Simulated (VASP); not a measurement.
# Ti in VASP: further runs

Ti is run at these levels: LDA; tasks: electric field gradients.

All numbers are computed with VASP 6.6.1; they aren't measurements. Logs are shortened: lines on timing, memory, paths and dates and some standing lists are left out, and cuts for length are marked.

### Step 1. The cell of the first run

Symmetry: I4/mmm, No. 139, tetragonal system. The conventional cell has a = 2.957 Å, b = 2.957 Å, c = 4.060 Å, α = 90.00°, β = 90.00°, γ = 90.00°. Within 3.8 Å of Ti (site symmetry 4/mmm) lie 12 Ti at 2.91 to 2.96 Å.

### Step 2. Electric field gradients, LDA (equal xx and yy strain of +3 %)

Input file INCAR:

```
SYSTEM = Ti
  PREC = Accurate
  ENCUT = 400
  EDIFF = 1E-8
  ISMEAR = -1
  SIGMA = 0.05
  LREAL = .False.
  LASPH = .True.
  NELM = 120
  ALGO = Normal
  ISIF = 2
  LWAVE = .False.
  LCHARG = .False.
  LEFG = .True.
  NBANDS = 12
  GGA_COMPAT = .False.
```

Input file KPOINTS:

```
regular mesh
0
Gamma
  15 15 15
  0 0 0
```

Input file POSCAR:

```
Ti
1.0
    0.0000000000      2.0909000000      2.0300000000
    2.0909000000      0.0000000000      2.0300000000
    2.0909000000      2.0909000000      0.0000000000
Ti
1
Direct
    0.0000000000      0.0000000000      0.0000000000
```

Potentials or basis: VASP PAW LDA potentials, release 64 (Ti_sv).

The run is started by

```console
$ cat potpaw_LDA.64/Ti_sv/POTCAR > POTCAR
$ mpirun -np 1 vasp_std > vasp.out
```

OUTCAR:

```text
SYSTEM = Ti
   PREC = Accurate
   ENCUT = 400
   EDIFF = 1E-8
   ISMEAR = -1
   LREAL = .False.
   LASPH = .True.
   NELM = 120
   ISIF = 2

 ion  position               nearest neighbor table
   1  0.000  0.000  0.000-

  LATTYP: Found a body centered tetragonal cell.
 ALAT       =     2.9569791376
 C/A-ratio  =     1.3730228761

  Lattice vectors:

 A1 = (   0.0000000000,  -2.0909000000,  -2.0300000000)
 A2 = (   0.0000000000,   2.0909000000,  -2.0300000000)
 A3 = (   2.0909000000,   0.0000000000,   2.0300000000)

Analysis of symmetry for initial positions (statically):
=====================================================================
 Subroutine PRICEL returns:
 Original cell was already a primitive cell.

 Routine SETGRP: Setting up the symmetry group for a
 body centered tetragonal supercell.

 Subroutine GETGRP returns: Found 16 space group operations
 (whereof 16 operations were pure point group operations)
 out of a pool of 16 trial point group operations.

The static configuration has the point symmetry D_4h.

Analysis of symmetry for dynamics (positions and initial velocities):
=====================================================================
 Subroutine PRICEL returns:
 Original cell was already a primitive cell.

 Routine SETGRP: Setting up the symmetry group for a
 body centered tetragonal supercell.

 Subroutine GETGRP returns: Found 16 space group operations
 (whereof 16 operations were pure point group operations)
 out of a pool of 16 trial point group operations.

The dynamic configuration has the point symmetry D_4h.

 Subroutine INISYM returns: Found 16 space group operations
 (whereof 16 operations are pure point group operations),
 and found     1 'primitive' translations

----------------------------------------------------------------------------------------

                                     Primitive cell

  volume of cell :      17.7498

  direct lattice vectors                    reciprocal lattice vectors
     0.000000000  2.090900000  2.030000000    -0.239131474  0.239131474  0.246305419
     2.090900000  0.000000000  2.030000000     0.239131474 -0.239131474  0.246305419
     2.090900000  2.090900000  0.000000000     0.239131474  0.239131474 -0.246305419

  length of vectors
     2.914234515  2.914234515  2.956979138     0.418370749  0.418370749  0.418370749

  position of ions in fractional coordinates (direct lattice)
     0.000000000  0.000000000  0.000000000

  ion indices of the primitive-cell ions
   primitive index   ion index
                 1           1

----------------------------------------------------------------------------------------

 KPOINTS: regular mesh

Automatic generation of k-mesh.
 Grid dimensions read from file:
 generate k-points for:   15   15   15

 Generating k-lattice:

  Cartesian coordinates                     Fractional coordinates (reciprocal lattice)
    -0.015942098  0.015942098  0.016420361     0.066666667  0.000000000  0.000000000
     0.015942098 -0.015942098  0.016420361     0.000000000  0.066666667  0.000000000
     0.015942098  0.015942098 -0.016420361     0.000000000  0.000000000  0.066666667

  Length of vectors
     0.027891383  0.027891383  0.027891383

  Shift w.r.t. Gamma in fractional coordinates (k-lattice)
     0.000000000  0.000000000  0.000000000

 Subroutine IBZKPT returns following result:
 ===========================================

 Found    288 irreducible k-points:

 Following reciprocal coordinates:
            Coordinates               Weight
  0.000000  0.000000  0.000000      1.000000
  0.066667 -0.000000  0.000000      8.000000
  0.133333  0.000000  0.000000      8.000000
  0.200000  0.000000  0.000000      8.000000
  0.266667  0.000000  0.000000      8.000000
  0.333333 -0.000000  0.000000      8.000000
[... 16 lines left out ...]
  0.133333  0.133333  0.000000      2.000000
  0.200000  0.133333  0.000000      8.000000
 [... further k-points ...]
   k-points           NKPTS =    288   k-points in BZ     NKDIM =    288   number of bands    NBANDS=     12
   number of dos      NEDOS =    301   number of ions     NIONS =      1
   total plane-waves  NPLWV =   8000
   dimension x,y,z NGX =    20 NGY =   20 NGZ =   20
   dimension x,y,z NGXF=    40 NGYF=   40 NGZF=   40
   ions per type =               1
   NGX,Y,Z   is equivalent  to a cutoff of  11.41, 11.41, 11.24 a.u.
   NGXF,Y,Z  is equivalent  to a cutoff of  22.82, 22.82, 22.49 a.u.
 SYSTEM =  Ti
   PREC   = accura    normal or accurate (medium, high low for compatibility)
   ISTART =      0    job   : 0-new  1-cont  2-samecut
   ICHARG =      2    charge: 1-file 2-atom 10-const
   ISPIN  =      1    spin polarized calculation?
   LNONCOLLINEAR =      F non collinear calculations
   LSORBIT =      F    spin-orbit coupling
   LASPH  =      T    aspherical Exc in radial PAW
   ENCUT  =  400.0 eV  29.40 Ry    5.42 a.u.   4.75  4.75  4.82*2*pi/ulx,y,z
   NELM   =    120;   NELMIN=  2; NELMDL= -5     # of ELM steps
   EDIFF  = 0.1E-07   stopping-criterion for ELM
   LREAL  =      F    real-space projection
   EDIFFG = 0.1E-06   stopping-criterion for IOM
   NSW    =      0    number of steps for IOM
   IBRION =     -1    ionic relax: 0-MD 1-quasi-New 2-CG
   NFREE  =      0    steps in history (QN), initial steepest desc. (CG)
   ISIF   =      2    stress and relaxation
   ISYM   =      2    0-nonsym 1-usesym 2-fastsym
   POTIM  = 0.5000    time-step for ionic-motion
   TEBEG  =    0.0;   TEEND  =   0.0 temperature during run
   PSTRESS=    0.0 pullay stress
   NELECT =      12.0000    total number of electrons
   NUPDOWN=      -1.0000    fix difference up-down
   EMIN   =  10.00;   EMAX   =-10.00  energy-range for DOS
   EFERMI =   0.00;   METHOD = LEGACY
   ISMEAR =    -1;   SIGMA  =   0.05  broadening in eV -4-tet -1-fermi 0-gaus
   EFERMI_NEDOS =   21; number of points for ismear=-14 and -15
   IALGO  =     38    algorithm
   IMIX   =      4    mixing-type and parameters
     AMIX     =   0.40;   BMIX     =  1.00
     AMIX_MAG =   1.60;   BMIX_MAG =  1.00
  volume/ion in A,a.u.               =      17.75       119.78
  Fermi-wavevector in a.u.,A,eV,Ry     =   1.436827  2.715209 28.088833  2.064471
  Thomas-Fermi vector in A             =   2.555972
   LORBIT       =      0    0 simple, 1 ext, 2 COOP (PROOUT), +10 PAW based schemes
   GGA     = CA    functional components
   LHFCALC =     F    Hartree Fock is set to
   AEXX    =    0.0000 exact exchange contribution
   IVDW    =     0    specifies the selected vdW correction
   LEPSILON=     F    determine dielectric tensor
   LRPA    =     F    only Hartree local field effects (RPA)
 non-spin polarized calculation
  energy-cutoff  :      400.00
  volume of cell :       17.75
 maximum number of plane-waves:       332
   NGX =  9   NGY =  9   NGZ =  9

 number of electron      12.0000003 magnetization

 Free energy of the ion-electron system (eV)
  ---------------------------------------------------
  ext. energy  EPLUGINS =         0.00000000
  ---------------------------------------------------
  free energy    TOTEN  =        -8.43702660 eV

  energy without entropy =       -8.42161567  energy(sigma->0) =       -8.42932113

 E-fermi :   7.7549     XC(G=0): -11.6819

 val. band max:        7.7467122314   @ k =  -0.3333   0.0667   0.0000
 cond. band min:       7.7596223868   @ k =   0.2667  -0.0000   0.0667
 fundamental gap:      0.0129101554
 Fermi energy:         7.7548981675

 k-point     1 :       0.0000    0.0000    0.0000
  band No.  band energies     occupation
      1     -48.2916      2.00000
      2     -24.5562      2.00000
      3     -24.5562      2.00000
      4     -24.5495      2.00000
      5       1.8152      2.00000
      6       8.5165      0.00000
      7       8.5165      0.00000
      8       8.7386      0.00000
      9      10.0087      0.00000
     10      10.2654      0.00000
     11      23.0000      0.00000
     12      27.0511      0.00000

 k-point     2 :       0.0667   -0.0000    0.0000
  band No.  band energies     occupation
      1     -48.2863      2.00000
      2     -24.5829      2.00000
      3     -24.5604      2.00000
      4     -24.5546      2.00000
      5       1.9568      2.00000
      6       8.4672      0.00000
      7       8.5666      0.00000
      8       8.7540      0.00000
      9       9.9818      0.00000
     10      10.2295      0.00000
     11      23.1036      0.00000
     12      26.1486      0.00000
[... 316 lines left out ...]
 k-point    24 :       0.2000    0.1333    0.0000
  band No.  band energies     occupation
      1     -48.2471      2.00000
      2     -24.7383      2.00000
      3     -24.6186      2.00000
      4     -24.6090      2.00000
      5       3.0497      2.00000
      6       7.9078      0.08972
      7       8.9955      0.00000
      8       8.9974      0.00000
      9       9.6299      0.00000
     10      10.2925      0.00000
     11      23.2272      0.00000
     12      24.0903      0.00000

 [... further k-points ...]

------------------------ aborting loop because EDIFF is reached ----------------------------------------

  FORCE on cell =-STRESS in cart. coord.  units (eV):
  Direction    XX          YY          ZZ          XY          YZ          ZX
  --------------------------------------------------------------------------------------
  -------------------------------------------------------------------------------------
  Total       -1.2788300     -1.2788300     -1.1527670      0.0000000     -0.0000000     -0.0000000
  in kB     -115.4332274   -115.4332274   -104.0541895      0.0000000     -0.0000000     -0.0000000
  external PRESSURE =    -111.6402148 kB  Pullay stress =       0.0000000 kB

 VOLUME and BASIS-vectors are now :
 -----------------------------------------------------------------------------
  energy-cutoff  :      400.00
  volume of cell :       17.75
      direct lattice vectors                 reciprocal lattice vectors
     0.000000000  2.090900000  2.030000000    -0.239131474  0.239131474  0.246305419
     2.090900000  0.000000000  2.030000000     0.239131474 -0.239131474  0.246305419
     2.090900000  2.090900000  0.000000000     0.239131474  0.239131474 -0.246305419

 POSITION                                       TOTAL-FORCE (eV/Angst)
 -----------------------------------------------------------------------------------
      0.00000      0.00000      0.00000         0.000000      0.000000      0.000000
 -----------------------------------------------------------------------------------
    total drift:                               -0.000000     -0.000000     -0.000000

  FREE ENERGIE OF THE ION-ELECTRON SYSTEM (eV)
  ---------------------------------------------------
  free  energy   TOTEN  =        -8.4370265958 eV

  energy  without entropy=       -8.4216156692  energy(sigma->0) =       -8.42932113

 Electric field gradients (V/A^2)
---------------------------------------------------------------------
 ion       V_xx      V_yy      V_zz      V_xy      V_xz      V_yz
---------------------------------------------------------------------
   1      -0.800    -0.800     1.600    -0.001     0.000     0.000
---------------------------------------------------------------------

 Electric field gradients after diagonalization (V/A^2)
 (convention: |V_zz| > |V_xx| > |V_yy|)
----------------------------------------------------------------------
 ion       V_xx      V_yy      V_zz     asymmetry (V_yy - V_xx)/ V_zz
----------------------------------------------------------------------
   1      -0.801    -0.799     1.600       0.001
----------------------------------------------------------------------

           NMR quadrupolar parameters

 Cq : quadrupolar parameter    Cq=e*Q*V_zz/h
 eta: asymmetry parameters     (V_yy - V_xx)/ V_zz
 Q  : nuclear electric quadrupole moment in mb (millibarn)
----------------------------------------------------------------------
 ion       Cq(MHz)       eta       Q (mb)
----------------------------------------------------------------------
   1       0.004       0.001       1.000
----------------------------------------------------------------------
```

Run time: 77 s. Hardware: 1 thread of AMD EPYC 7R43 (Zen 3), shared host; peak memory 0.11 GiB.

Results:

```yaml
Free_energy: -8.4370 eV
Pressure: -11.2 GPa
Band_gap_on_the_k_mesh: zero (bands 6 and 7 overlap by 1.15 eV)
Largest_electric_field_gradient_by_atom: Ti +1.6 V/Å²
```

Electric field gradients, principal values (V/Å²):
| atom | least | middle | greatest (by size) |
| --- | --- | --- | --- |
| 1 Ti | -0.799 | -0.801 | 1.600 |

Caveat: the cell differs from its parent crystal (equal xx and yy strain of +3 %); the cell stands under tension; without QUAD_EFG the Cq values of the log hold for a quadrupole moment of 1 mb, not for the nuclei.

### Step 3. Electric field gradients, LDA (16.90 Å³/atom)

This run uses another cell than the first one, of 16.90 Å³/atom.

Input file INCAR:

```
  ALGO = Normal
  EDIFF = 1E-8
  ENCUT = 400
  GGA = CA
  GGA_COMPAT = F
  ISIF = 2
  ISMEAR = -1
  LASPH = T
  LCHARG = F
  LEFG = T
  LREAL = F
  LWAVE = F
  NBANDS = 12
  NELM = 120
  PREC = Accurate
  SIGMA = 0.05
```

Input file KPOINTS:

```
k-points
0
Gamma
  15 15 15
```

Input file POSCAR:

```
Ti
1.0
    0.0000000000      2.0367442356      2.0367442356
    2.0367442356      0.0000000000      2.0367442356
    2.0367442356      2.0367442356      0.0000000000
Ti
1
Direct
    0.0000000000      0.0000000000      0.0000000000
```

Potentials or basis: VASP PAW LDA potentials, release 64 (Ti_sv).

The run is started by

```console
$ cat potpaw_LDA.64/Ti_sv/POTCAR > POTCAR
$ mpirun -np 1 vasp_std > vasp.out
```

OUTCAR:

```text
EDIFF = 1E-8
   ENCUT = 400
   GGA = CA
   ISIF = 2
   ISMEAR = -1
   LASPH = T
   LREAL = F
   NELM = 120
   PREC = Accurate

 ion  position               nearest neighbor table
   1  0.000  0.000  0.000-

  LATTYP: Found a face centered cubic cell.
 ALAT       =     4.0734884712

  Lattice vectors:

 A1 = (   0.0000000000,   2.0367442356,   2.0367442356)
 A2 = (   2.0367442356,   0.0000000000,   2.0367442356)
 A3 = (   2.0367442356,   2.0367442356,   0.0000000000)

Analysis of symmetry for initial positions (statically):
=====================================================================
 Subroutine PRICEL returns:
 Original cell was already a primitive cell.

 Routine SETGRP: Setting up the symmetry group for a
 face centered cubic supercell.

 Subroutine GETGRP returns: Found 48 space group operations
 (whereof 48 operations were pure point group operations)
 out of a pool of 48 trial point group operations.

The static configuration has the point symmetry O_h .

Analysis of symmetry for dynamics (positions and initial velocities):
=====================================================================
 Subroutine PRICEL returns:
 Original cell was already a primitive cell.

 Routine SETGRP: Setting up the symmetry group for a
 face centered cubic supercell.

 Subroutine GETGRP returns: Found 48 space group operations
 (whereof 48 operations were pure point group operations)
 out of a pool of 48 trial point group operations.

The dynamic configuration has the point symmetry O_h .

 Subroutine INISYM returns: Found 48 space group operations
[... 160 lines left out ...]
     10      10.8071      0.00000
     11      23.7792      0.00000
     12      28.3039      0.00000
[... 331 lines left out ...]
 k-point    24 :       0.2000    0.1333    0.0000
  band No.  band energies     occupation
      1     -47.6367      2.00000
      2     -24.1069      2.00000
      3     -23.9579      2.00000
      4     -23.9519      2.00000
      5       3.4718      2.00000
      6       8.3323      0.57325
      7       9.5938      0.00000
      8       9.6670      0.00000
      9      10.1466      0.00000
     10      11.0695      0.00000
     11      24.3038      0.00000
     12      25.0422      0.00000

 [... further k-points ...]

------------------------ aborting loop because EDIFF is reached ----------------------------------------

  FORCE on cell =-STRESS in cart. coord.  units (eV):
  Direction    XX          YY          ZZ          XY          YZ          ZX
  --------------------------------------------------------------------------------------
  -------------------------------------------------------------------------------------
  Total       -0.7057316     -0.7057316     -0.7057316     -0.0000000     -0.0000000      0.0000000
  in kB      -66.9130285    -66.9130285    -66.9130285     -0.0000000     -0.0000000      0.0000000
  external PRESSURE =     -66.9130285 kB  Pullay stress =       0.0000000 kB

 VOLUME and BASIS-vectors are now :
 -----------------------------------------------------------------------------
  energy-cutoff  :      400.00
  volume of cell :       16.90
      direct lattice vectors                 reciprocal lattice vectors
     0.000000000  2.036744236  2.036744236    -0.245489832  0.245489832  0.245489832
     2.036744236  0.000000000  2.036744236     0.245489832 -0.245489832  0.245489832
     2.036744236  2.036744236  0.000000000     0.245489832  0.245489832 -0.245489832

 POSITION                                       TOTAL-FORCE (eV/Angst)
 -----------------------------------------------------------------------------------
      0.00000      0.00000      0.00000         0.000000      0.000000      0.000000
 -----------------------------------------------------------------------------------
    total drift:                                0.000000      0.000000      0.000000

  FREE ENERGIE OF THE ION-ELECTRON SYSTEM (eV)
  ---------------------------------------------------
  free  energy   TOTEN  =        -8.4820343219 eV

  energy  without entropy=       -8.4676155382  energy(sigma->0) =       -8.47482493

 Electric field gradients (V/A^2)
---------------------------------------------------------------------
 ion       V_xx      V_yy      V_zz      V_xy      V_xz      V_yz
---------------------------------------------------------------------
   1       0.000     0.000    -0.000     0.001     0.001     0.001
---------------------------------------------------------------------

 Electric field gradients after diagonalization (V/A^2)
 (convention: |V_zz| > |V_xx| > |V_yy|)
----------------------------------------------------------------------
 ion       V_xx      V_yy      V_zz     asymmetry (V_yy - V_xx)/ V_zz
----------------------------------------------------------------------
   1      -0.001    -0.001     0.001       0.000
----------------------------------------------------------------------

           NMR quadrupolar parameters

 Cq : quadrupolar parameter    Cq=e*Q*V_zz/h
 eta: asymmetry parameters     (V_yy - V_xx)/ V_zz
 Q  : nuclear electric quadrupole moment in mb (millibarn)
----------------------------------------------------------------------
 ion       Cq(MHz)       eta       Q (mb)
----------------------------------------------------------------------
   1       0.000       0.000       1.000
----------------------------------------------------------------------
```

OSZICAR:

```text
N       E                     dE             d eps       ncg     rms          rms(c)
DAV:   1     0.742844381921E+02    0.74284E+02   -0.55819E+03  2880   0.101E+03
DAV:   2    -0.622247953390E+01   -0.80507E+02   -0.78441E+02  2952   0.267E+02
DAV:   3    -0.942383154144E+01   -0.32014E+01   -0.31633E+01  3684   0.576E+01
DAV:   4    -0.950310814083E+01   -0.79277E-01   -0.79204E-01  3284   0.813E+00
DAV:   5    -0.950532575744E+01   -0.22176E-02   -0.22176E-02  3416   0.116E+00    0.836E+00
DAV:   6    -0.849768383178E+01    0.10076E+01   -0.20674E+00  3120   0.209E+01    0.218E+00
DAV:   7    -0.847720564008E+01    0.20478E-01   -0.88912E-02  3528   0.317E+00    0.124E+00
DAV:   8    -0.848181662318E+01   -0.46110E-02   -0.35398E-02  2988   0.251E+00    0.159E-01
DAV:   9    -0.848202452136E+01   -0.20790E-03   -0.24541E-03  3636   0.570E-01    0.677E-02
DAV:  10    -0.848204221566E+01   -0.17694E-04   -0.23819E-04  3068   0.184E-01    0.899E-03
DAV:  11    -0.848203571932E+01    0.64963E-05   -0.18451E-05  3344   0.633E-02    0.116E-02
DAV:  12    -0.848203430213E+01    0.14172E-05   -0.39845E-06  3228   0.258E-02    0.988E-04
DAV:  13    -0.848203435901E+01   -0.56878E-07   -0.67792E-08  3392   0.277E-03    0.561E-04
DAV:  14    -0.848203431975E+01    0.39251E-07   -0.92285E-09  2208   0.150E-03    0.786E-05
DAV:  15    -0.848203432187E+01   -0.21141E-08   -0.47415E-10  1708   0.208E-04
   1 F= -.84820343E+01 E0= -.84748249E+01  d E =-.144188E-01
```

Wall time 16 s (1 thread of Intel Xeon Platinum 8259CL at 2.50GHz (Skylake/Cascade Lake), shared host); peak memory 0.12 GiB.

What came out:

```yaml
Free_energy: -8.4820 eV
Pressure: -6.7 GPa
Band_gap_on_the_k_mesh: zero (bands 6 and 7 overlap by 1.15 eV)
Largest_electric_field_gradient_by_atom: zero within the noise of the run
```

Caveat: the cell stands under tension.

(Part 1 of 2 ends here.)
